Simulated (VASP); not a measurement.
# KBr (I4/mmm) in VASP: notebook

Runs on KBr. Level: r2SCAN. Tasks: single point.

Program: VASP 6.6.1. These are calculated values, not measurements. Logs are shortened: lines on timing, memory, paths and dates and some standing lists are left out, and cuts for length are marked.

## 1. The cell of the first run

It takes space group I4/mmm (No. 139, tetragonal). Conventional cell: a = 4.517 Å, b = 4.517 Å, c = 6.486 Å, α = 90.00°, β = 90.00°, γ = 90.00°. Within 4.2 Å of K (site symmetry 4/mmm) lie 6 Br at 3.19 to 3.24 Å. Br (site symmetry 4/mmm) has 6 K at 3.19 to 3.24 Å within 4.2 Å.

## 2. Single point, r2SCAN (strain -0.030 along x and y, -0.015 along z)

Input file POSCAR:

```
KBr
1.0
    0.0000000000      3.1937250000      3.2431125000
    3.1937250000      0.0000000000      3.2431125000
    3.1937250000      3.1937250000      0.0000000000
K Br
1 1
Direct
    0.0000000000      0.0000000000      0.0000000000
    0.5000000000      0.5000000000      0.5000000000
```

Input file INCAR.step1:

```
SYSTEM = KBr
PREC = Accurate
ENCUT = 520
ISMEAR = 0
SIGMA = 0.05
LREAL = .False.
LASPH = .True.
NELM = 100
NBANDS = 15
GGA = PE
ALGO = Normal
EDIFF = 1E-4
LWAVE = .True.
LCHARG = .False.
```

Input file INCAR.step2:

```
SYSTEM = KBr
PREC = Accurate
ENCUT = 520
EDIFF = 1E-7
ISMEAR = 0
SIGMA = 0.05
LREAL = .False.
LASPH = .True.
NELM = 100
ALGO = Normal
ISIF = 2
LWAVE = .False.
LCHARG = .False.
METAGGA = R2SCAN
LMIXTAU = .True.
NBANDS = 15
ISTART = 1
```

Input file KPOINTS:

```
regular mesh
0
Gamma
  6 6 6
  0 0 0
```

Potentials or basis: VASP PAW PBE potentials, release 64 (K_sv, Br).

Launch:

```bash
> cat potpaw_PBE.64/K_sv/POTCAR potpaw_PBE.64/Br/POTCAR > POTCAR
> cp INCAR.step1 INCAR
> mpirun -np 1 vasp_std > vasp.out
> cp INCAR.step2 INCAR
> mpirun -np 1 vasp_std > vasp.out
```

OUTCAR:

```text
SYSTEM = KBr
   PREC = Accurate
   ENCUT = 520
   EDIFF = 1E-7
   ISMEAR = 0
   LREAL = .False.
   LASPH = .True.
   NELM = 100
   ISIF = 2
   METAGGA = R2SCAN
   ISTART = 1

 ion  position               nearest neighbor table
   1  0.000  0.000  0.000-   2 3.19   2 3.19   2 3.19   2 3.19   2 3.24   2 3.24
   2  0.500  0.500  0.500-   1 3.19   1 3.19   1 3.19   1 3.19   1 3.24   1 3.24

  LATTYP: Found a body centered tetragonal cell.
 ALAT       =     4.5166092095
 C/A-ratio  =     1.4360828443

  Lattice vectors:

 A1 = (  -3.1937250000,   0.0000000000,   3.2431125000)
 A2 = (   3.1937250000,   0.0000000000,   3.2431125000)
 A3 = (   0.0000000000,   3.1937250000,  -3.2431125000)

Analysis of symmetry for initial positions (statically):
=====================================================================
 Subroutine PRICEL returns:
 Original cell was already a primitive cell.

 Routine SETGRP: Setting up the symmetry group for a
 body centered tetragonal supercell.

 Subroutine GETGRP returns: Found 16 space group operations
 (whereof 16 operations were pure point group operations)
 out of a pool of 16 trial point group operations.

The static configuration has the point symmetry D_4h.

Analysis of symmetry for dynamics (positions and initial velocities):
=====================================================================
 Subroutine PRICEL returns:
 Original cell was already a primitive cell.

 Routine SETGRP: Setting up the symmetry group for a
 body centered tetragonal supercell.

 Subroutine GETGRP returns: Found 16 space group operations
 (whereof 16 operations were pure point group operations)
 out of a pool of 16 trial point group operations.

The dynamic configuration has the point symmetry D_4h.

 Subroutine INISYM returns: Found 16 space group operations
 (whereof 16 operations are pure point group operations),
 and found     1 'primitive' translations

----------------------------------------------------------------------------------------

                                     Primitive cell

  volume of cell :      66.1587

  direct lattice vectors                    reciprocal lattice vectors
     0.000000000  3.193725000  3.243112500    -0.156556998  0.156556998  0.154172882
     3.193725000  0.000000000  3.243112500     0.156556998 -0.156556998  0.154172882
     3.193725000  3.193725000  0.000000000     0.156556998  0.156556998 -0.154172882

  length of vectors
     4.551665416  4.551665416  4.516609209     0.269795228  0.269795228  0.269795228

  position of ions in fractional coordinates (direct lattice)
     0.000000000  0.000000000  0.000000000
     0.500000000  0.500000000  0.500000000

  ion indices of the primitive-cell ions
   primitive index   ion index
                 1           1
                 2           2

----------------------------------------------------------------------------------------

 KPOINTS: regular mesh

Automatic generation of k-mesh.
 Grid dimensions read from file:
 generate k-points for:    6    6    6

 Generating k-lattice:

  Cartesian coordinates                     Fractional coordinates (reciprocal lattice)
    -0.026092833  0.026092833  0.025695480     0.166666667  0.000000000  0.000000000
     0.026092833 -0.026092833  0.025695480     0.000000000  0.166666667  0.000000000
     0.026092833  0.026092833 -0.025695480     0.000000000  0.000000000  0.166666667

  Length of vectors
     0.044965871  0.044965871  0.044965871

  Shift w.r.t. Gamma in fractional coordinates (k-lattice)
     0.000000000  0.000000000  0.000000000

 Subroutine IBZKPT returns following result:
 ===========================================

 Found     30 irreducible k-points:

 Following reciprocal coordinates:
            Coordinates               Weight
  0.000000  0.000000  0.000000      1.000000
  0.166667  0.000000  0.000000      8.000000
  0.333333  0.000000  0.000000      8.000000
  0.500000 -0.000000  0.000000      4.000000
  0.166667  0.166667  0.000000      2.000000
  0.333333  0.166667  0.000000      8.000000
[... 16 lines left out ...]
  0.333333  0.000000  0.333333      4.000000
  0.500000 -0.000000  0.333333     16.000000
 [... further k-points ...]
   k-points           NKPTS =     30   k-points in BZ     NKDIM =     30   number of bands    NBANDS=     15
   number of dos      NEDOS =    301   number of ions     NIONS =      2
   total plane-waves  NPLWV =  46656
   dimension x,y,z NGX =    36 NGY =   36 NGZ =   36
   dimension x,y,z NGXF=    72 NGYF=   72 NGZF=   72
   ions per type =               1   1
   NGX,Y,Z   is equivalent  to a cutoff of  13.15, 13.15, 13.25 a.u.
   NGXF,Y,Z  is equivalent  to a cutoff of  26.30, 26.30, 26.50 a.u.
 SYSTEM =  KBr
   PREC   = accura    normal or accurate (medium, high low for compatibility)
   ISTART =      1    job   : 0-new  1-cont  2-samecut
   ICHARG =      0    charge: 1-file 2-atom 10-const
   ISPIN  =      1    spin polarized calculation?
   LNONCOLLINEAR =      F non collinear calculations
   LSORBIT =      F    spin-orbit coupling
   LASPH  =      T    aspherical Exc in radial PAW
   ENCUT  =  520.0 eV  38.22 Ry    6.18 a.u.   8.46  8.46  8.40*2*pi/ulx,y,z
   NELM   =    100;   NELMIN=  2; NELMDL=  0     # of ELM steps
   EDIFF  = 0.1E-06   stopping-criterion for ELM
   LREAL  =      F    real-space projection
   EDIFFG = 0.1E-05   stopping-criterion for IOM
   NSW    =      0    number of steps for IOM
   IBRION =     -1    ionic relax: 0-MD 1-quasi-New 2-CG
   NFREE  =      0    steps in history (QN), initial steepest desc. (CG)
   ISIF   =      2    stress and relaxation
   ISYM   =      2    0-nonsym 1-usesym 2-fastsym
   POTIM  = 0.5000    time-step for ionic-motion
   TEBEG  =    0.0;   TEEND  =   0.0 temperature during run
   PSTRESS=    0.0 pullay stress
   NELECT =      16.0000    total number of electrons
   NUPDOWN=      -1.0000    fix difference up-down
   EMIN   =  10.00;   EMAX   =-10.00  energy-range for DOS
   EFERMI =   0.00;   METHOD = LEGACY
   ISMEAR =     0;   SIGMA  =   0.05  broadening in eV -4-tet -1-fermi 0-gaus
   EFERMI_NEDOS =   21; number of points for ismear=-14 and -15
   IALGO  =     38    algorithm
   IMIX   =      4    mixing-type and parameters
     AMIX     =   0.40;   BMIX     =  1.00
     AMIX_MAG =   1.60;   BMIX_MAG =  1.00
  volume/ion in A,a.u.               =      33.08       223.23
  Fermi-wavevector in a.u.,A,eV,Ry     =   1.019966  1.927457 14.154565  1.040331
  Thomas-Fermi vector in A             =   2.153510
   LORBIT       =      0    0 simple, 1 ext, 2 COOP (PROOUT), +10 PAW based schemes
   METAGGA = R2SCAN    functional components
   LHFCALC =     F    Hartree Fock is set to
   AEXX    =    0.0000 exact exchange contribution
   IVDW    =     0    specifies the selected vdW correction
   LEPSILON=     F    determine dielectric tensor
   LRPA    =     F    only Hartree local field effects (RPA)
 non-spin polarized calculation
 Gauss-broadening in eV      SIGMA  =   0.05
  energy-cutoff  :      520.00
  volume of cell :       66.16
 maximum number of plane-waves:      1809
 NGX is ok and might be reduce to    36
   NGX = 17   NGY = 17   NGZ = 17

 number of electron      16.0000002 magnetization

 Free energy of the ion-electron system (eV)
  ---------------------------------------------------
  ext. energy  EPLUGINS =         0.00000000
  ---------------------------------------------------
  free energy    TOTEN  =       -23.21633417 eV

  energy without entropy =      -23.21633417  energy(sigma->0) =      -23.21633417

 E-fermi :  -1.5383     XC(G=0):  -8.1127

 val. band max:       -1.7943146381   @ k =   0.0000   0.0000   0.0000
 cond. band min:       3.5296887476   @ k =   0.0000   0.0000   0.0000
 fundamental gap:      5.3240033856
 Fermi energy:        -1.5383066610

 k-point     1 :       0.0000    0.0000    0.0000
  band No.  band energies     occupation
      1     -30.5150      2.00000
      2     -14.6405      2.00000
      3     -13.2292      2.00000
      4     -13.2292      2.00000
      5     -13.2283      2.00000
      6      -1.8096      2.00000
      7      -1.7943      2.00000
      8      -1.7943      2.00000
      9       3.5297      0.00000
     10       6.3645      0.00000
     11       6.4663      0.00000
     12       6.4663      0.00000
     13       7.4301      0.00000
     14       7.5062      0.00000
     15      10.4863      0.00000

 k-point     2 :       0.1667    0.0000    0.0000
  band No.  band energies     occupation
      1     -30.5128      2.00000
      2     -14.6972      2.00000
      3     -13.2306      2.00000
      4     -13.2300      2.00000
      5     -13.1470      2.00000
      6      -2.2086      2.00000
      7      -1.9116      2.00000
      8      -1.9026      2.00000
      9       4.2298      0.00000
     10       6.2751      0.00000
     11       6.7712      0.00000
     12       6.8300      0.00000
     13       7.8502      0.00000
     14       7.9338      0.00000
     15      11.5522      0.00000

 k-point     3 :       0.3333    0.0000    0.0000
  band No.  band energies     occupation
      1     -30.5085      2.00000
      2     -14.7964      2.00000
      3     -13.2346      2.00000
      4     -13.2316      2.00000
      5     -12.9962      2.00000
      6      -2.8632      2.00000
      7      -2.1114      2.00000
      8      -2.1048      2.00000
      9       5.2376      0.00000
     10       6.7409      0.00000
     11       7.7657      0.00000
     12       7.8133      0.00000
     13       8.9038      0.00000
     14       9.0043      0.00000
     15      11.0446      0.00000

 k-point     4 :       0.5000   -0.0000    0.0000
  band No.  band energies     occupation
      1     -30.5063      2.00000
      2     -14.8405      2.00000
      3     -13.2366      2.00000
      4     -13.2323      2.00000
      5     -12.9254      2.00000
      6      -3.1411      2.00000
      7      -2.2050      2.00000
      8      -2.1998      2.00000
      9       5.5123      0.00000
     10       7.3753      0.00000
     11       8.9459      0.00000
     12       8.9479      0.00000
     13       9.2077      0.00000
     14       9.3442      0.00000
     15      10.5741      0.00000
[... 307 lines left out ...]
 k-point    22 :      -0.3333    0.5000    0.1667
  band No.  band energies     occupation
      1     -30.5041      2.00000
      2     -14.6064      2.00000
      3     -13.3324      2.00000
      4     -13.2956      2.00000
      5     -13.1432      2.00000
      6      -2.6145      2.00000
      7      -2.3471      2.00000
      8      -2.2902      2.00000
      9       5.3238      0.00000
     10       7.3020      0.00000
     11       7.3241      0.00000
     12       8.6048      0.00000
     13       9.2948      0.00000
     14      10.0479      0.00000
     15      10.6940      0.00000

 k-point    23 :       0.3333    0.0000    0.3333
  band No.  band energies     occupation
      1     -30.5064      2.00000
      2     -14.6405      2.00000
      3     -13.2690      2.00000
      4     -13.2638      2.00000
      5     -13.1831      2.00000
      6      -2.7321      2.00000
      7      -2.0646      2.00000
      8      -2.0622      2.00000
      9       4.7870      0.00000
     10       5.7980      0.00000
     11       8.2182      0.00000
     12       9.0105      0.00000
     13       9.1209      0.00000
     14       9.1679      0.00000
     15      10.4325      0.00000

 k-point    24 :       0.5000   -0.0000    0.3333
  band No.  band energies     occupation
      1     -30.5043      2.00000
      2     -14.6099      2.00000
      3     -13.3099      2.00000
      4     -13.2681      2.00000
      5     -13.1898      2.00000
      6      -2.7042      2.00000
      7      -2.2882      2.00000
      8      -2.1458      2.00000
      9       4.9331      0.00000
     10       6.7712      0.00000
     11       8.1729      0.00000
     12       8.7615      0.00000
     13       9.1729      0.00000
     14       9.6880      0.00000
     15      10.3502      0.00000

 [... further k-points ...]

------------------------ aborting loop because EDIFF is reached ----------------------------------------

  FORCE on cell =-STRESS in cart. coord.  units (eV):
  Direction    XX          YY          ZZ          XY          YZ          ZX
  --------------------------------------------------------------------------------------
  -------------------------------------------------------------------------------------
  Total        0.8280509      0.8280509      0.4999123      0.0000000      0.0000000      0.0000000
  in kB       20.0530566     20.0530566     12.1064641      0.0000000      0.0000000      0.0000000
  external PRESSURE =      17.4041924 kB  Pullay stress =       0.0000000 kB

 VOLUME and BASIS-vectors are now :
 -----------------------------------------------------------------------------
  energy-cutoff  :      520.00
  volume of cell :       66.16
      direct lattice vectors                 reciprocal lattice vectors
     0.000000000  3.193725000  3.243112500    -0.156556998  0.156556998  0.154172882
     3.193725000  0.000000000  3.243112500     0.156556998 -0.156556998  0.154172882
     3.193725000  3.193725000  0.000000000     0.156556998  0.156556998 -0.154172882

 POSITION                                       TOTAL-FORCE (eV/Angst)
 -----------------------------------------------------------------------------------
      0.00000      0.00000      0.00000         0.000000      0.000000      0.000000
      3.19373      3.19373      3.24311        -0.000000     -0.000000     -0.000000
 -----------------------------------------------------------------------------------
    total drift:                                0.000000      0.000000      0.000000

  FREE ENERGIE OF THE ION-ELECTRON SYSTEM (eV)
  ---------------------------------------------------
  free  energy   TOTEN  =       -23.2163341673 eV

  energy  without entropy=      -23.2163341673  energy(sigma->0) =      -23.21633417
```

Wall time 92 s (1 thread of AMD EPYC 9R45 (Zen 5), shared host); peak memory 0.2 GiB.

What came out:

```yaml
Free_energy: -23.2163 eV
Pressure: 1.7 GPa
Band_gap_on_the_k_mesh: 5.32 eV
```

Stress tensor (GPa, compression positive):
```
2.01 0.00 0.00
0.00 2.01 0.00
0.00 0.00 1.21
```

Levels at points of the mesh, in eV from the valence-band top:
```csv
k point,band 4,band 5,band 6,band 7,band 8,band 9,band 10,band 11,band 12,band 13
"(0.00, 0.00, 0.00)",-11.43,-11.43,-0.02,0.00,0.00,5.32,8.16,8.26,8.26,9.22
"(0.50, 0.00, 0.00)",-11.44,-11.13,-1.35,-0.41,-0.41,7.31,9.17,10.74,10.74,11.00
"(0.50, 0.50, 0.00)",-11.48,-11.48,-0.94,-0.31,-0.31,6.26,8.34,10.30,10.58,10.86
"(0.50, 0.00, 0.50)",-11.49,-11.48,-0.91,-0.33,-0.33,6.24,8.35,10.34,10.65,10.87
```

Caveat: the cell differs from its parent crystal (strain -0.030 along x and y, -0.015 along z); the PAW data sets were made with another functional, which shifts forces and pressure a little.

## 3. Single point, r2SCAN (strain -0.030 along x and y, +0.000 along z)

Input file POSCAR:

```
KBr
1.0
    0.0000000000      3.1937250000      3.2925000000
    3.1937250000      0.0000000000      3.2925000000
    3.1937250000      3.1937250000      0.0000000000
K Br
1 1
Direct
    0.0000000000      0.0000000000      0.0000000000
    0.5000000000      0.5000000000      0.5000000000
```

Input file INCAR.step1:

```
PREC = Accurate
ENCUT = 520
ISMEAR = 0
SIGMA = 0.05
LREAL = F
LASPH = T
NELM = 80
NBANDS = 15
GGA = PE
ALGO = Normal
EDIFF = 1E-4
LWAVE = T
LCHARG = F
```

Input file INCAR.step2:

```
PREC = Accurate
ENCUT = 520
EDIFF = 1E-6
ISMEAR = 0
SIGMA = 0.05
LREAL = F
LASPH = T
NELM = 80
ALGO = Normal
ISIF = 2
LWAVE = F
LCHARG = F
METAGGA = R2SCAN
LMIXTAU = T
NBANDS = 15
ISTART = 1
```

Input file KPOINTS:

```
Automatic mesh
0
Gamma
  6 6 6
```

Potentials or basis: VASP PAW PBE potentials, release 64 (K_sv, Br).

Launch:

```bash
> cat potpaw_PBE.64/K_sv/POTCAR potpaw_PBE.64/Br/POTCAR > POTCAR
> cp INCAR.step1 INCAR
> mpirun -np 1 vasp_std > vasp.out
> cp INCAR.step2 INCAR
> mpirun -np 1 vasp_std > vasp.out
```

Run time: 76 s. Hardware: 1 thread of AMD EPYC 9R45 (Zen 5), shared host; peak memory 0.19 GiB.

Results (log left out):

- Free energy: -23.2218 eV
- Pressure: 1.4 GPa
- Band gap on the k mesh: 5.27 eV

Stress tensor (GPa, compression positive):
```
1.91 0.00 0.00
0.00 1.91 0.00
0.00 0.00 0.48
```

Levels at points of the mesh, in eV from the valence-band top:
| k point | band 4 | band 5 | band 6 | band 7 | band 8 | band 9 | band 10 | band 11 | band 12 | band 13 |
| --- | --- | --- | --- | --- | --- | --- | --- | --- | --- | --- |
| (0.00, 0.00, 0.00) | -11.47 | -11.46 | -0.03 | 0.00 | 0.00 | 5.27 | 8.09 | 8.29 | 8.29 | 9.18 |
| (0.50, 0.00, 0.00) | -11.47 | -11.17 | -1.32 | -0.40 | -0.39 | 7.27 | 9.11 | 10.70 | 10.70 | 10.89 |
| (0.50, 0.50, 0.00) | -11.51 | -11.51 | -0.94 | -0.29 | -0.29 | 6.29 | 8.28 | 10.25 | 10.43 | 10.80 |
| (0.50, 0.00, 0.50) | -11.52 | -11.51 | -0.89 | -0.34 | -0.34 | 6.25 | 8.29 | 10.33 | 10.57 | 10.82 |

Caveat: the cell differs from its parent crystal (strain -0.030 along x and y, +0.000 along z); the PAW data sets were made with another functional, which shifts forces and pressure a little.

(Part 1 of 2 ends here.)
